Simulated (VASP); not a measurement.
# Pt (I4/mmm) in VASP: notebook

Pt is run at these levels: PBEsol; tasks: single point.

Program: VASP 6.6.1. These are calculated values, not measurements. Logs are shortened: lines on timing, memory, paths and dates and some standing lists are left out, and cuts for length are marked.

### 1 The cell of the first run

The structure is tetragonal, space group I4/mmm (No. 139). Conventional cell: a = 2.630 Å, b = 2.630 Å, c = 4.112 Å, α = 90.00°, β = 90.00°, γ = 90.00°. Within 3.5 Å of Pt (site symmetry 4/mmm) lie 12 Pt at 2.63 to 2.77 Å.

### 2 Single point, PBEsol (strain -0.050 along x and y, +0.050 along z)

File INCAR:

```
SYSTEM = Pt
  PREC = Accurate
  ENCUT = 520
  EDIFF = 1E-6
  ISMEAR = 0
  SIGMA = 0.15
  LREAL = .FALSE.
  LASPH = .TRUE.
  NELM = 80
  ALGO = Normal
  ISIF = 2
  LWAVE = .FALSE.
  LCHARG = .TRUE.
  GGA = PS
  LELF = .TRUE.
  LVHAR = .TRUE.
  NBANDS = 11
```

File KPOINTS:

```
regular mesh
0
G
  20 20 20
  0 0 0
```

File POSCAR:

```
Pt
1.0
    0.0000000000      1.8600050000      2.0557950000
    1.8600050000      0.0000000000      2.0557950000
    1.8600050000      1.8600050000      0.0000000000
Pt
1
Direct
    0.0000000000      0.0000000000      0.0000000000
```

Potentials or basis: VASP PAW PBE potentials, release 64 (Pt).

On the command line:

```bash
> cat potpaw_PBE.64/Pt/POTCAR > POTCAR
> mpirun -np 1 vasp_std > vasp.out
```

OUTCAR:

```text
SYSTEM = Pt
   PREC = Accurate
   ENCUT = 520
   EDIFF = 1E-6
   ISMEAR = 0
   LREAL = .FALSE.
   LASPH = .TRUE.
   NELM = 80
   ISIF = 2
   GGA = PS

 ion  position               nearest neighbor table
   1  0.000  0.000  0.000-

  LATTYP: Found a body centered tetragonal cell.
 ALAT       =     2.6304442971
 C/A-ratio  =     1.5630781479

  Lattice vectors:

 A1 = (  -1.8600050000,   0.0000000000,   2.0557950000)
 A2 = (   1.8600050000,   0.0000000000,   2.0557950000)
 A3 = (   0.0000000000,   1.8600050000,  -2.0557950000)

Analysis of symmetry for initial positions (statically):
=====================================================================
 Subroutine PRICEL returns:
 Original cell was already a primitive cell.

 Routine SETGRP: Setting up the symmetry group for a
 body centered tetragonal supercell.

 Subroutine GETGRP returns: Found 16 space group operations
 (whereof 16 operations were pure point group operations)
 out of a pool of 16 trial point group operations.

The static configuration has the point symmetry D_4h.

Analysis of symmetry for dynamics (positions and initial velocities):
=====================================================================
 Subroutine PRICEL returns:
 Original cell was already a primitive cell.

 Routine SETGRP: Setting up the symmetry group for a
 body centered tetragonal supercell.

 Subroutine GETGRP returns: Found 16 space group operations
 (whereof 16 operations were pure point group operations)
 out of a pool of 16 trial point group operations.

The dynamic configuration has the point symmetry D_4h.

 Subroutine INISYM returns: Found 16 space group operations
 (whereof 16 operations are pure point group operations),
 and found     1 'primitive' translations

----------------------------------------------------------------------------------------

                                     Primitive cell

  volume of cell :      14.2245

  direct lattice vectors                    reciprocal lattice vectors
     0.000000000  1.860005000  2.055795000    -0.268816482  0.268816482  0.243214912
     1.860005000  0.000000000  2.055795000     0.268816482 -0.268816482  0.243214912
     1.860005000  1.860005000  0.000000000     0.268816482  0.268816482 -0.243214912

  length of vectors
     2.772347684  2.772347684  2.630444297     0.451307096  0.451307096  0.451307096

  position of ions in fractional coordinates (direct lattice)
     0.000000000  0.000000000  0.000000000

  ion indices of the primitive-cell ions
   primitive index   ion index
                 1           1

----------------------------------------------------------------------------------------

 KPOINTS: regular mesh

Automatic generation of k-mesh.
 Grid dimensions read from file:
 generate k-points for:   20   20   20

 Generating k-lattice:

  Cartesian coordinates                     Fractional coordinates (reciprocal lattice)
    -0.013440824  0.013440824  0.012160746     0.050000000  0.000000000  0.000000000
     0.013440824 -0.013440824  0.012160746     0.000000000  0.050000000  0.000000000
     0.013440824  0.013440824 -0.012160746     0.000000000  0.000000000  0.050000000

  Length of vectors
     0.022565355  0.022565355  0.022565355

  Shift w.r.t. Gamma in fractional coordinates (k-lattice)
     0.000000000  0.000000000  0.000000000

 Subroutine IBZKPT returns following result:
 ===========================================

 Found    641 irreducible k-points:

 Following reciprocal coordinates:
            Coordinates               Weight
  0.000000  0.000000  0.000000      1.000000
  0.050000  0.000000  0.000000      8.000000
  0.100000  0.000000  0.000000      8.000000
  0.150000  0.000000  0.000000      8.000000
  0.200000  0.000000  0.000000      8.000000
  0.250000  0.000000  0.000000      8.000000
[... 16 lines left out ...]
 -0.400000  0.050000  0.000000      8.000000
 -0.350000  0.050000  0.000000      8.000000
 [... further k-points ...]
   k-points           NKPTS =    641   k-points in BZ     NKDIM =    641   number of bands    NBANDS=     11
   number of dos      NEDOS =    301   number of ions     NIONS =      1
   total plane-waves  NPLWV =  11520
   dimension x,y,z NGX =    24 NGY =   24 NGZ =   20
   dimension x,y,z NGXF=    48 NGYF=   48 NGZF=   40
   ions per type =               1
   NGX,Y,Z   is equivalent  to a cutoff of  14.39, 14.39, 12.64 a.u.
   NGXF,Y,Z  is equivalent  to a cutoff of  28.78, 28.78, 25.28 a.u.
 SYSTEM =  Pt
   PREC   = accura    normal or accurate (medium, high low for compatibility)
   ISTART =      0    job   : 0-new  1-cont  2-samecut
   ICHARG =      2    charge: 1-file 2-atom 10-const
   ISPIN  =      1    spin polarized calculation?
   LNONCOLLINEAR =      F non collinear calculations
   LSORBIT =      F    spin-orbit coupling
   LASPH  =      T    aspherical Exc in radial PAW
   ENCUT  =  520.0 eV  38.22 Ry    6.18 a.u.   5.15  5.15  4.89*2*pi/ulx,y,z
   NELM   =     80;   NELMIN=  2; NELMDL= -5     # of ELM steps
   EDIFF  = 0.1E-05   stopping-criterion for ELM
   LREAL  =      F    real-space projection
   EDIFFG = 0.1E-04   stopping-criterion for IOM
   NSW    =      0    number of steps for IOM
   IBRION =     -1    ionic relax: 0-MD 1-quasi-New 2-CG
   NFREE  =      0    steps in history (QN), initial steepest desc. (CG)
   ISIF   =      2    stress and relaxation
   ISYM   =      2    0-nonsym 1-usesym 2-fastsym
   POTIM  = 0.5000    time-step for ionic-motion
   TEBEG  =    0.0;   TEEND  =   0.0 temperature during run
   PSTRESS=    0.0 pullay stress
   NELECT =      10.0000    total number of electrons
   NUPDOWN=      -1.0000    fix difference up-down
   EMIN   =  10.00;   EMAX   =-10.00  energy-range for DOS
   EFERMI =   0.00;   METHOD = LEGACY
   ISMEAR =     0;   SIGMA  =   0.15  broadening in eV -4-tet -1-fermi 0-gaus
   EFERMI_NEDOS =   21; number of points for ismear=-14 and -15
   IALGO  =     38    algorithm
   IMIX   =      4    mixing-type and parameters
     AMIX     =   0.40;   BMIX     =  1.00
     AMIX_MAG =   1.60;   BMIX_MAG =  1.00
  volume/ion in A,a.u.               =      14.22        95.99
  Fermi-wavevector in a.u.,A,eV,Ry     =   1.455667  2.750813 28.830304  2.118968
  Thomas-Fermi vector in A             =   2.572675
   LORBIT       =      0    0 simple, 1 ext, 2 COOP (PROOUT), +10 PAW based schemes
   GGA     = PS    functional components
   LHFCALC =     F    Hartree Fock is set to
   AEXX    =    0.0000 exact exchange contribution
   IVDW    =     0    specifies the selected vdW correction
   LEPSILON=     F    determine dielectric tensor
   LRPA    =     F    only Hartree local field effects (RPA)
 non-spin polarized calculation
 Gauss-broadening in eV      SIGMA  =   0.15
  energy-cutoff  :      520.00
  volume of cell :       14.22
 maximum number of plane-waves:       396
 NGX is ok and might be reduce to    24
   NGX = 11   NGY = 11   NGZ =  9

 number of electron      10.0000000 magnetization

 Free energy of the ion-electron system (eV)
  ---------------------------------------------------
  ext. energy  EPLUGINS =         0.00000000
  ---------------------------------------------------
  free energy    TOTEN  =        -6.88414251 eV

  energy without entropy =       -6.86621471  energy(sigma->0) =       -6.87517861

 E-fermi :  12.2232     XC(G=0): -13.9721

 val. band max:       12.2225625461   @ k =  -0.2500   0.2500   0.2000
 cond. band min:      12.2263138885   @ k =  -0.2500   0.4500   0.3000
 fundamental gap:      0.0037513425
 Fermi energy:        12.2231644951

 k-point     1 :       0.0000    0.0000    0.0000
  band No.  band energies     occupation
      1       1.2899      2.00000
      2       7.2332      2.00000
      3       8.5943      2.00000
      4       8.5943      2.00000
      5       9.6127      2.00000
      6      11.2277      2.00000
      7      26.8705      0.00000
      8      30.2330      0.00000
      9      32.9468      0.00000
     10      32.9468      0.00000
     11      37.7510      0.00000

 k-point     2 :       0.0500    0.0000    0.0000
  band No.  band energies     occupation
      1       1.3976      2.00000
      2       7.2622      2.00000
      3       8.5532      2.00000
      4       8.6374      2.00000
      5       9.6064      2.00000
      6      11.1837      2.00000
      7      27.0440      0.00000
      8      30.2548      0.00000
      9      32.4776      0.00000
     10      33.1264      0.00000
     11      38.4361      0.00000

 k-point     3 :       0.1000    0.0000    0.0000
  band No.  band energies     occupation
      1       1.7124      2.00000
      2       7.3324      2.00000
      3       8.4407      2.00000
      4       8.7578      2.00000
      5       9.6163      2.00000
      6      11.0669      2.00000
      7      27.5239      0.00000
      8      29.9419      0.00000
      9      31.9891      0.00000
     10      33.6500      0.00000
     11      39.3717      0.00000

 k-point     4 :       0.1500    0.0000    0.0000
  band No.  band energies     occupation
      1       2.2061      2.00000
      2       7.4053      2.00000
      3       8.2851      2.00000
      4       8.9245      2.00000
      5       9.7153      2.00000
      6      10.9237      2.00000
      7      28.1683      0.00000
      8      28.8621      0.00000
      9      32.4041      0.00000
     10      34.4696      0.00000
     11      37.9064      0.00000
[... 239 lines left out ...]
 k-point    22 :      -0.4500    0.0500    0.0000
  band No.  band energies     occupation
      1       4.3568      2.00000
      2       7.3836      2.00000
      3       8.7024      2.00000
      4      10.7691      2.00000
      5      11.9582      1.98750
      6      13.2218      0.00000
      7      18.8079      0.00000
      8      26.1289      0.00000
      9      30.8034      0.00000
     10      32.8338      0.00000
     11      39.5869      0.00000

 k-point    23 :      -0.4000    0.0500    0.0000
  band No.  band energies     occupation
      1       4.3642      2.00000
      2       7.4592      2.00000
      3       8.7581      2.00000
      4      10.0375      2.00000
      5      11.7039      2.00000
      6      12.8753      0.00000
      7      19.9958      0.00000
      8      26.4305      0.00000
      9      31.1791      0.00000
     10      33.5715      0.00000
     11      38.4249      0.00000

 k-point    24 :      -0.3500    0.0500    0.0000
  band No.  band energies     occupation
      1       4.3296      2.00000
      2       7.5653      2.00000
      3       8.8719      2.00000
      4       9.0894      2.00000
      5      11.3525      2.00000
      6      12.2912      0.52096
      7      21.6960      0.00000
      8      26.9887      0.00000
      9      32.0404      0.00000
     10      34.7014      0.00000
     11      36.9828      0.00000

 [... further k-points ...]

------------------------ aborting loop because EDIFF is reached ----------------------------------------

  FORCE on cell =-STRESS in cart. coord.  units (eV):
  Direction    XX          YY          ZZ          XY          YZ          ZX
  --------------------------------------------------------------------------------------
  -------------------------------------------------------------------------------------
  Total        2.2554101      2.2554101      0.7777050      0.0000000      0.0000000      0.0000000
  in kB      254.0376412    254.0376412     87.5966393      0.0000000      0.0000000      0.0000000
  external PRESSURE =     198.5573072 kB  Pullay stress =       0.0000000 kB

 VOLUME and BASIS-vectors are now :
 -----------------------------------------------------------------------------
  energy-cutoff  :      520.00
  volume of cell :       14.22
      direct lattice vectors                 reciprocal lattice vectors
     0.000000000  1.860005000  2.055795000    -0.268816482  0.268816482  0.243214912
     1.860005000  0.000000000  2.055795000     0.268816482 -0.268816482  0.243214912
     1.860005000  1.860005000  0.000000000     0.268816482  0.268816482 -0.243214912

 POSITION                                       TOTAL-FORCE (eV/Angst)
 -----------------------------------------------------------------------------------
      0.00000      0.00000      0.00000         0.000000     -0.000000      0.000000
 -----------------------------------------------------------------------------------
    total drift:                               -0.000000      0.000000     -0.000000

  FREE ENERGIE OF THE ION-ELECTRON SYSTEM (eV)
  ---------------------------------------------------
  free  energy   TOTEN  =        -6.8841425051 eV

  energy  without entropy=       -6.8662147067  energy(sigma->0) =       -6.87517861
```

Wall time 1.7 min (1 thread of Intel Xeon 8259CL, shared host); peak memory 0.22 GiB.

What came out:

```yaml
Free_energy: -6.8841 eV
Pressure: 19.9 GPa
Band_gap_on_the_k_mesh: zero (bands 5 and 6 overlap by 2.97 eV)
```

Stress tensor (GPa, compression positive):
```
25.40  0.00  0.00
 0.00 25.40  0.00
 0.00  0.00  8.76
```

Levels at points of the mesh, in eV from the Fermi level:
| k point | band 1 | band 2 | band 3 | band 4 | band 5 | band 6 | band 7 | band 8 | band 9 | band 10 |
| --- | --- | --- | --- | --- | --- | --- | --- | --- | --- | --- |
| (0.00, 0.00, 0.00) | -10.93 | -4.99 | -3.63 | -3.63 | -2.61 | -1.00 | 14.65 | 18.01 | 20.72 | 20.72 |
| (0.50, 0.00, 0.00) | -7.95 | -4.81 | -3.58 | -0.72 | -0.17 | 0.35 | 6.41 | 13.79 | 18.82 | 20.40 |
| (0.50, 0.50, 0.00) | -7.87 | -7.28 | 0.21 | 0.38 | 0.53 | 0.53 | 7.77 | 12.83 | 12.83 | 21.84 |
| (0.50, 0.00, 0.50) | -7.71 | -7.17 | -0.10 | -0.02 | 1.22 | 2.36 | 10.53 | 10.65 | 11.43 | 20.71 |

Caveat: the cell differs from its parent crystal (strain -0.050 along x and y, +0.050 along z); the cell stands under pressure; the PAW data sets were made with another functional, which shifts forces and pressure a little; spin-orbit coupling is left out, which moves the levels of the heavy elements.

### 3 Single point, PBEsol (strain +0.000 along x and y, -0.050 along z)

File INCAR:

```
SYSTEM = Pt
PREC = Accurate
ENCUT = 520
EDIFF = 1E-6
ISMEAR = 0
SIGMA = 0.15
LREAL = .FALSE.
LASPH = .TRUE.
NELM = 80
ALGO = Normal
ISIF = 2
LWAVE = .FALSE.
LCHARG = .TRUE.
GGA = PS
LELF = .TRUE.
LVHAR = .TRUE.
NBANDS = 11
```

File KPOINTS:

```
Automatic mesh
0
G
  20 20 20
  0 0 0
```

File POSCAR:

```
Pt
1.0
    0.0000000000      1.9579000000      1.8600050000
    1.9579000000      0.0000000000      1.8600050000
    1.9579000000      1.9579000000      0.0000000000
Pt
1
Direct
    0.0000000000      0.0000000000      0.0000000000
```

Potentials or basis: VASP PAW PBE potentials, release 64 (Pt).

On the command line:

```bash
> cat potpaw_PBE.64/Pt/POTCAR > POTCAR
> mpirun -np 1 vasp_std > vasp.out
```

It took 1.9 min on 1 thread of Intel Xeon 8259CL, shared host; peak memory 0.22 GiB.

Results (log left out):

| Quantity | Value |
| --- | --- |
| Free energy | -6.9265 eV |
| Pressure | 17.6 GPa |
| Band gap on the k mesh | zero (bands 5 and 6 overlap by 2.68 eV) |

Stress tensor (GPa, compression positive):
```
15.85  0.00  0.00
 0.00 15.85  0.00
 0.00  0.00 20.96
```

Levels at points of the mesh, in eV from the Fermi level:
| k point | band 2 | band 3 | band 4 | band 5 | band 6 | band 7 | band 8 | band 9 |
| --- | --- | --- | --- | --- | --- | --- | --- | --- |
| (0.00, 0.00, 0.00) | -4.36 | -4.36 | -3.73 | -2.17 | -1.42 | 14.49 | 19.23 | 19.23 |
| (0.50, 0.00, 0.00) | -4.56 | -3.90 | -0.77 | -0.11 | 0.23 | 6.28 | 13.97 | 18.86 |
| (0.50, 0.50, 0.00) | -7.27 | 0.02 | 0.58 | 0.58 | 2.33 | 10.41 | 10.89 | 10.89 |
| (0.50, 0.00, 0.50) | -7.23 | 0.01 | 0.28 | 0.79 | 1.26 | 9.02 | 11.62 | 12.08 |

Caveat: the cell differs from its parent crystal (strain +0.000 along x and y, -0.050 along z); the cell stands under pressure; the PAW data sets were made with another functional, which shifts forces and pressure a little; spin-orbit coupling is left out, which moves the levels of the heavy elements.

### 4 Single point, PBEsol (strain +0.025 along x and y, -0.025 along z)

File INCAR:

```
PREC = Accurate
ENCUT = 520
EDIFF = 1E-7
ISMEAR = 0
SIGMA = 0.15
LREAL = False
LASPH = True
NELM = 80
ALGO = Fast
ISIF = 2
LWAVE = False
LCHARG = False
GGA = PS
NBANDS = 11
```

File KPOINTS:

```
regular mesh
0
Gamma
  20 20 20
```

File POSCAR:

```
Pt
1.0
    0.0000000000      2.0068475000      1.9089525000
    2.0068475000      0.0000000000      1.9089525000
    2.0068475000      2.0068475000      0.0000000000
Pt
1
Direct
    0.0000000000      0.0000000000      0.0000000000
```

On the command line:

```bash
> cat potpaw_PBE.64/Pt/POTCAR > POTCAR
> mpirun -np 1 vasp_std > vasp.out
```

Run time: 2.4 min. Hardware: 1 thread of Intel Xeon 8259CL, shared host; peak memory 0.23 GiB.

Results (log left out):

```
Free energy            : -6.9611 eV
Pressure               : -6.1 GPa
Band gap on the k mesh : zero (bands 5 and 6 overlap by 2.34 eV)
```

Stress tensor (GPa, compression positive):
```
-7.31  0.00  0.00
 0.00 -7.31  0.00
 0.00  0.00 -3.69
```

Levels at points of the mesh, in eV from the Fermi level:
```tsv
k point	band 3	band 4	band 5	band 6	band 7	band 8
(0.00, 0.00, 0.00)	-3.85	-3.30	-1.91	-1.26	14.72	19.11
(0.50, 0.00, 0.00)	-3.44	-0.46	-0.10	0.19	5.68	14.17
(0.50, 0.50, 0.00)	0.00	0.50	0.50	2.41	9.48	10.68
(0.50, 0.00, 0.50)	0.00	0.24	0.68	1.44	8.22	11.44
```

Caveat: the cell differs from its parent crystal (strain +0.025 along x and y, -0.025 along z); the cell stands under tension; the PAW data sets were made with another functional, which shifts forces and pressure a little; spin-orbit coupling is left out, which moves the levels of the heavy elements.

### 5 Single point, PBEsol (strain +0.050 along x and y, -0.050 along z)

File INCAR:

```
PREC = Accurate ; ENCUT = 520
EDIFF = 1E-7 ; ISMEAR = 0
SIGMA = 0.15 ; LREAL = F
LASPH = T ; NELM = 100
ALGO = Normal ; ISIF = 2
LWAVE = F ; LCHARG = F
GGA = PS ; NBANDS = 11
```

File KPOINTS:

```
Automatic mesh
0
Gamma
  20 20 20
```

File POSCAR:

```
Pt
1.0
    0.0000000000      2.0557950000      1.8600050000
    2.0557950000      0.0000000000      1.8600050000
    2.0557950000      2.0557950000      0.0000000000
Pt
1
Direct
    0.0000000000      0.0000000000      0.0000000000
```

On the command line:

```bash
> cat potpaw_PBE.64/Pt/POTCAR > POTCAR
> mpirun -np 1 vasp_std > vasp.out
```

Wall time 84 s (1 thread of Intel Xeon 8259CL, shared host); peak memory 0.24 GiB.

The run converged. Its results:

```yaml
Free_energy: -6.9282 eV
Pressure: -11.0 GPa
Band_gap_on_the_k_mesh: zero (bands 5 and 6 overlap by 2.44 eV)
```

Stress tensor (GPa, compression positive):
```
-12.68   0.00   0.00
  0.00 -12.68   0.00
  0.00   0.00  -7.53
```

Levels at points of the mesh, in eV from the Fermi level:
| k point | band 2 | band 3 | band 4 | band 5 | band 6 | band 7 | band 8 | band 9 |
| --- | --- | --- | --- | --- | --- | --- | --- | --- |
| (0.00, 0.00, 0.00) | -3.80 | -3.80 | -2.77 | -2.13 | -0.96 | 14.94 | 18.69 | 18.69 |
| (0.50, 0.00, 0.00) | -4.10 | -2.98 | -0.31 | -0.22 | 0.37 | 5.60 | 14.10 | 17.75 |
| (0.50, 0.50, 0.00) | -6.19 | 0.05 | 0.51 | 0.51 | 3.18 | 10.08 | 10.08 | 10.10 |
| (0.50, 0.00, 0.50) | -6.10 | -0.05 | 0.06 | 0.82 | 1.24 | 7.67 | 11.62 | 12.25 |

Caveat: the cell differs from its parent crystal (strain +0.050 along x and y, -0.050 along z); the cell stands under tension; the PAW data sets were made with another functional, which shifts forces and pressure a little; spin-orbit coupling is left out, which moves the levels of the heavy elements.

### 6 Summary

```tsv
cell	gap on the mesh (eV)	pressure (GPa)
a = 2.772, b = 2.772, c = 2.630 Å, angles 61.7, 61.7, 56.6°, 1 atom	none	19.9
a = 2.701, b = 2.701, c = 2.769 Å, angles 59.2, 59.2, 61.7°, 1 atom	none	17.6
a = 2.770, b = 2.770, c = 2.838 Å, angles 59.2, 59.2, 61.6°, 1 atom	none	-6.1
a = 2.772, b = 2.772, c = 2.907 Å, angles 58.4, 58.4, 63.2°, 1 atom	none	-11.0
```

Alike in all rows: task single point; level PBEsol; potentials or basis VASP PAW PBE potentials, release 64 (Pt); no spin polarisation; k mesh 20 × 20 × 20; cutoff (eV) 520; smearing gaussian 0.15 eV.

Caveats: the PAW data sets were made with another functional, which shifts forces and pressure a little; spin-orbit coupling is left out, which moves the levels of the heavy elements; the cell stands under pressure (at least some runs); the cell stands under tension (at least some runs).

Total energies depend on the potentials used, so only differences within one code and one set of settings carry meaning.
